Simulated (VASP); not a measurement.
# As (R-3m) in VASP: notebook, part 3 of 3

VASP 6.6.1.

## 5. Electric field gradients, LDA

This run uses another cell than the first one, of 21.33 Å³/atom, 0.962 times its volume.

File INCAR:

```
SYSTEM = As
PREC = Accurate ; ENCUT = 520
EDIFF = 1E-8 ; ISMEAR = -1
SIGMA = 0.05 ; LREAL = .False.
LASPH = .True. ; NELM = 60
ALGO = Normal ; ISIF = 2
LWAVE = .False. ; LCHARG = .False.
GGA = CA ; LEFG = .True.
NBANDS = 12
```

File KPOINTS:

```
Automatic mesh
0
Gamma
  13 13 13
  0 0 0
```

File POSCAR:

```
As
1.0
    1.8797494575      1.0852738553      3.4857700000
   -1.8797494575      1.0852738553      3.4857700000
    0.0000000000     -2.1705477106      3.4857700000
As
2
Direct
    0.2275400000      0.2275400000      0.2275400000
    0.7724600000      0.7724600000      0.7724600000
```

Potentials or basis: VASP PAW LDA potentials, release 64 (As).

The run is started by

```console
$ cat potpaw_LDA.64/As/POTCAR > POTCAR
$ mpirun -np 1 vasp_std > vasp.out
```

OUTCAR:

```text
SYSTEM = As
   PREC = Accurate
   ENCUT = 520
   EDIFF = 1E-8
   ISMEAR = -1
   LREAL = .False.
   LASPH = .True.
   NELM = 60
   ISIF = 2
   GGA = CA

 ion  position               nearest neighbor table
   1  0.228  0.228  0.228-   2 2.52   2 2.52   2 2.52
   2  0.772  0.772  0.772-   1 2.52   1 2.52   1 2.52

  LATTYP: Found a trigonal (rhomboedric) cell.
 ALAT       =     4.1063207202
 COS(alpha) =     0.5808936906

  Lattice vectors:

 A1 = (   1.8797494575,   1.0852738553,   3.4857700000)
 A2 = (  -1.8797494575,   1.0852738553,   3.4857700000)
 A3 = (   0.0000000000,  -2.1705477106,   3.4857700000)

Analysis of symmetry for initial positions (statically):
=====================================================================
 Subroutine PRICEL returns:
 Original cell was already a primitive cell.

 Routine SETGRP: Setting up the symmetry group for a
 trigonal (rhombohedral) supercell.

 Subroutine GETGRP returns: Found 12 space group operations
 (whereof 12 operations were pure point group operations)
 out of a pool of 12 trial point group operations.

The static configuration has the point symmetry D_3d.

Analysis of symmetry for dynamics (positions and initial velocities):
=====================================================================
 Subroutine PRICEL returns:
 Original cell was already a primitive cell.

 Routine SETGRP: Setting up the symmetry group for a
 trigonal (rhombohedral) supercell.

 Subroutine GETGRP returns: Found 12 space group operations
 (whereof 12 operations were pure point group operations)
 out of a pool of 12 trial point group operations.

The dynamic configuration has the point symmetry D_3d.

 Subroutine INISYM returns: Found 12 space group operations
 (whereof 12 operations are pure point group operations),
 and found     1 'primitive' translations

----------------------------------------------------------------------------------------

                                     Primitive cell

  volume of cell :      42.6667

  direct lattice vectors                    reciprocal lattice vectors
     1.879749457  1.085273855  3.485770000     0.265992895  0.153571070  0.095626887
    -1.879749457  1.085273855  3.485770000    -0.265992895  0.153571070  0.095626887
     0.000000000 -2.170547711  3.485770000     0.000000000 -0.307142139  0.095626887

  length of vectors
     4.106320720  4.106320720  4.106320720     0.321684310  0.321684310  0.321684310

  position of ions in fractional coordinates (direct lattice)
     0.227540000  0.227540000  0.227540000
     0.772460000  0.772460000  0.772460000

  ion indices of the primitive-cell ions
   primitive index   ion index
                 1           1
                 2           2

----------------------------------------------------------------------------------------

 KPOINTS: Automatic mesh

Automatic generation of k-mesh.
 Grid dimensions read from file:
 generate k-points for:   13   13   13

 Generating k-lattice:

  Cartesian coordinates                     Fractional coordinates (reciprocal lattice)
     0.020460992  0.011813159  0.007355914     0.076923077  0.000000000 -0.000000000
[... 75 lines left out ...]
   EFERMI_NEDOS =   21; number of points for ismear=-14 and -15
   IALGO  =     38    algorithm
   IMIX   =      4    mixing-type and parameters
     AMIX     =   0.40;   BMIX     =  1.00
     AMIX_MAG =   1.60;   BMIX_MAG =  1.00
  volume/ion in A,a.u.               =      21.33       143.96
  Fermi-wavevector in a.u.,A,eV,Ry     =   1.009358  1.907409 13.861654  1.018803
  Thomas-Fermi vector in A             =   2.142281
   LORBIT       =      0    0 simple, 1 ext, 2 COOP (PROOUT), +10 PAW based schemes
   GGA     = CA    functional components
   LHFCALC =     F    Hartree Fock is set to
   AEXX    =    0.0000 exact exchange contribution
   IVDW    =     0    specifies the selected vdW correction
   LEPSILON=     F    determine dielectric tensor
   LRPA    =     F    only Hartree local field effects (RPA)
 non-spin polarized calculation
  energy-cutoff  :      520.00
  volume of cell :       42.67
 maximum number of plane-waves:      1163
   NGX = 15   NGY = 15   NGZ = 15

 number of electron      10.0000000 magnetization

 number of electron       9.9999999 magnetization

 Free energy of the ion-electron system (eV)
  ---------------------------------------------------
  ext. energy  EPLUGINS =         0.00000000
  ---------------------------------------------------
  free energy    TOTEN  =       -10.76775627 eV

  energy without entropy =      -10.76675223  energy(sigma->0) =      -10.76725425

 E-fermi :   5.5865     XC(G=0): -10.2026

 val. band max:        5.5525569347   @ k =   0.4615   0.0769   0.0769
 cond. band min:       5.6420005036   @ k =   0.3846   0.1538   0.1538
 fundamental gap:      0.0894435689
 Fermi energy:         5.5864914693

 k-point     1 :       0.0000    0.0000    0.0000
  band No.  band energies     occupation
      1      -9.5543      2.00000
      2      -0.2902      2.00000
      3       3.0074      2.00000
      4       3.5388      2.00000
      5       3.5388      2.00000
      6       7.2724      0.00000
      7       8.4721      0.00000
      8       8.4721      0.00000
      9      12.3309      0.00000
     10      12.3309      0.00000
     11      12.7297      0.00000
     12      14.2789      0.00000
[... 331 lines left out ...]
 k-point    24 :       0.4615    0.1538    0.0000
  band No.  band energies     occupation
      1      -7.2600      2.00000
      2      -4.7051      2.00000
      3       1.3536      2.00000
      4       2.0885      2.00000
      5       3.6856      2.00000
      6       7.1810      0.00000
      7       7.3618      0.00000
      8       8.4677      0.00000
      9      12.1583      0.00000
     10      15.2096      0.00000
     11      15.7034      0.00000
     12      17.5344      0.00000

 [... further k-points ...]
[... 5 lines left out ...]
  --------------------------------------------------------------------------------------
  -------------------------------------------------------------------------------------
  Total       -0.1994920     -0.1994920     -0.4859063      0.0000000      0.0000000      0.0000000
  in kB       -7.4911200     -7.4911200    -18.2462603      0.0000000      0.0000000      0.0000000
  external PRESSURE =     -11.0761668 kB  Pullay stress =       0.0000000 kB

 VOLUME and BASIS-vectors are now :
 -----------------------------------------------------------------------------
  energy-cutoff  :      520.00
  volume of cell :       42.67
      direct lattice vectors                 reciprocal lattice vectors
     1.879749457  1.085273855  3.485770000     0.265992895  0.153571070  0.095626887
    -1.879749457  1.085273855  3.485770000    -0.265992895  0.153571070  0.095626887
     0.000000000 -2.170547711  3.485770000     0.000000000 -0.307142139  0.095626887

 POSITION                                       TOTAL-FORCE (eV/Angst)
 -----------------------------------------------------------------------------------
      0.00000      0.00000      2.37946         0.000000     -0.000000      0.138863
      0.00000      0.00000      8.07785         0.000000      0.000000     -0.138863
 -----------------------------------------------------------------------------------
    total drift:                               -0.000000      0.000000     -0.000000

  FREE ENERGIE OF THE ION-ELECTRON SYSTEM (eV)
  ---------------------------------------------------
  free  energy   TOTEN  =       -10.7677562713 eV

  energy  without entropy=      -10.7667522251  energy(sigma->0) =      -10.76725425

 Electric field gradients (V/A^2)
---------------------------------------------------------------------
 ion       V_xx      V_yy      V_zz      V_xy      V_xz      V_yz
---------------------------------------------------------------------
   1      22.900    22.900   -45.801    -0.000     0.000    -0.000
   2      22.900    22.900   -45.801    -0.000     0.000    -0.000
---------------------------------------------------------------------

 Electric field gradients after diagonalization (V/A^2)
 (convention: |V_zz| > |V_xx| > |V_yy|)
----------------------------------------------------------------------
 ion       V_xx      V_yy      V_zz     asymmetry (V_yy - V_xx)/ V_zz
----------------------------------------------------------------------
   1      22.900    22.900   -45.801       0.000
   2      22.900    22.900   -45.801       0.000
----------------------------------------------------------------------

           NMR quadrupolar parameters

 Cq : quadrupolar parameter    Cq=e*Q*V_zz/h
 eta: asymmetry parameters     (V_yy - V_xx)/ V_zz
 Q  : nuclear electric quadrupole moment in mb (millibarn)
----------------------------------------------------------------------
 ion       Cq(MHz)       eta       Q (mb)
----------------------------------------------------------------------
   1      -0.111       0.000       1.000
   2      -0.111       0.000       1.000
----------------------------------------------------------------------
```

OSZICAR:

```text
N       E                     dE             d eps       ncg     rms          rms(c)
DAV:   1     0.277259171596E+02    0.27726E+02   -0.41943E+03  5544   0.694E+02
DAV:   2    -0.915596945704E+01   -0.36882E+02   -0.35282E+02  7328   0.111E+02
DAV:   3    -0.108065563976E+02   -0.16506E+01   -0.16427E+01  7080   0.241E+01
DAV:   4    -0.108155262630E+02   -0.89699E-02   -0.89690E-02  6172   0.198E+00
DAV:   5    -0.108155494835E+02   -0.23221E-04   -0.23220E-04  7084   0.111E-01    0.358E+00
DAV:   6    -0.107839020608E+02    0.31647E-01   -0.89315E-03  6228   0.488E-01    0.212E+00
DAV:   7    -0.107677823477E+02    0.16120E-01   -0.17149E-02  6252   0.694E-01    0.719E-02
DAV:   8    -0.107677518645E+02    0.30483E-04   -0.49013E-04  6480   0.138E-01    0.229E-02
DAV:   9    -0.107677564259E+02   -0.45614E-05   -0.29695E-05  6788   0.304E-02    0.986E-03
DAV:  10    -0.107677561617E+02    0.26413E-06   -0.16485E-06  6504   0.695E-03    0.295E-03
DAV:  11    -0.107677562774E+02   -0.11569E-06   -0.17136E-07  6644   0.255E-03    0.595E-04
DAV:  12    -0.107677562713E+02    0.61686E-08   -0.22512E-08  6316   0.707E-04
   1 F= -.10767756E+02 E0= -.10767254E+02  d E =-.100405E-02
```

Wall time 58 s (1 thread of Intel Xeon Platinum 8488C (Sapphire Rapids), shared host); peak memory 0.22 GiB.

Results:

| Property | Result |
| --- | --- |
| Free energy | -10.7678 eV |
| Pressure | -1.1 GPa |
| Largest force | 0.139 eV/Å |
| Band gap on the k mesh | zero (band 5 reaches 5.72 eV, above the bottom of band 6 at 5.37 eV) |

Forces on the atoms (eV/Å):
```
As   0.000  0.000  0.139
As   0.000  0.000 -0.139
```

Electric field gradients, principal values (V/Å²):
```
atom   least  middle  greatest (by size)
1 As  22.900  22.900             -45.801
2 As  22.900  22.900             -45.801
```

Caveat: without QUAD_EFG the Cq values of the log hold for a quadrupole moment of 1 mb, not for the nuclei.

## 6. Density of states, LDA

This run uses another cell than the first one, of 21.33 Å³/atom, 0.962 times its volume.

POSCAR is that of step 5.

File INCAR.step1:

```
ALGO = Normal
EDIFF = 1E-7
ENCUT = 520
GGA = CA
ISIF = 2
ISMEAR = -1
LASPH = T
LCHARG = T
LREAL = F
LWAVE = F
NBANDS = 12
NELM = 100
PREC = Accurate
SIGMA = 0.05
```

File KPOINTS.step1:

```
k-points
0
Gamma
  13 13 13
```

File INCAR.step2:

```
ALGO = Normal
EDIFF = 1E-7
ENCUT = 520
GGA = CA
ICHARG = 11
ISIF = 2
ISMEAR = -5
LASPH = T
LCHARG = F
LORBIT = 11
LREAL = F
LWAVE = F
NEDOS = 2001
NELM = 100
PREC = Accurate
SIGMA = 0.05
```

File KPOINTS.step2:

```
k-points
0
Gamma
  20 20 20
```

Potentials or basis: VASP PAW LDA potentials, release 64 (As).

The run is started by

```console
$ cat potpaw_LDA.64/As/POTCAR > POTCAR
$ cp INCAR.step1 INCAR
$ cp KPOINTS.step1 KPOINTS
$ mpirun -np 1 vasp_std > vasp.out
$ cp INCAR.step2 INCAR
$ cp KPOINTS.step2 KPOINTS
$ mpirun -np 1 vasp_std > vasp.out
```

It took 2.9 min on 1 thread of Intel Xeon Platinum 8488C (Sapphire Rapids), shared host; peak memory 0.38 GiB.

Results (log left out):

```
Valence electrons inside the program's atomic spheres : As 2.72
```

Levels at points of the mesh, in eV from the Fermi level:
```tsv
k point	band 2	band 3	band 4	band 5	band 6	band 7	band 8	band 9
(0.00, 0.00, 0.00)	-5.85	-2.56	-2.03	-2.03	1.71	2.91	2.91	6.77
(0.50, 0.00, 0.00)	-11.19	-2.78	-2.75	-0.40	-0.38	0.21	1.22	8.93
(0.50, 0.50, 0.00)	-9.73	-6.11	-4.30	-4.16	1.44	5.42	6.74	7.25
(0.50, 0.50, 0.50)	-10.16	-1.74	-1.74	-0.68	0.66	0.66	1.76	8.00
```

Caveat: tetrahedron occupations give inexact forces and stress in metals.

## 7. Overview

| task | cell | k mesh for the DOS | occupations for the DOS | gap on the mesh (eV) | pressure (GPa) | largest force (eV/Å) |
| --- | --- | --- | --- | --- | --- | --- |
| electric field gradients | a = 4.160 Å, angles 54.5°, 2 atoms | - | - | none | -3.9 | 0.11 |
| electric field gradients | a = 4.129 Å, angles 55.3°, 2 atoms | - | - | none | -4.2 | 0.05 |
| electric field gradients | a = 4.106 Å, angles 54.5°, 2 atoms | - | - | none | -1.1 | 0.14 |
| density of states | a = 4.106 Å, angles 54.5°, 2 atoms | 20 × 20 × 20 | tetrahedron | - | - | - |

Alike in all rows: level LDA; potentials or basis VASP PAW LDA potentials, release 64 (As); no spin polarisation; k mesh 13 × 13 × 13; cutoff (eV) 520; smearing fermi-dirac 0.05 eV.

Caveats: tetrahedron occupations give inexact forces and stress in metals (some runs).

Total energies depend on the potentials used, so only differences within one code and one set of settings carry meaning.
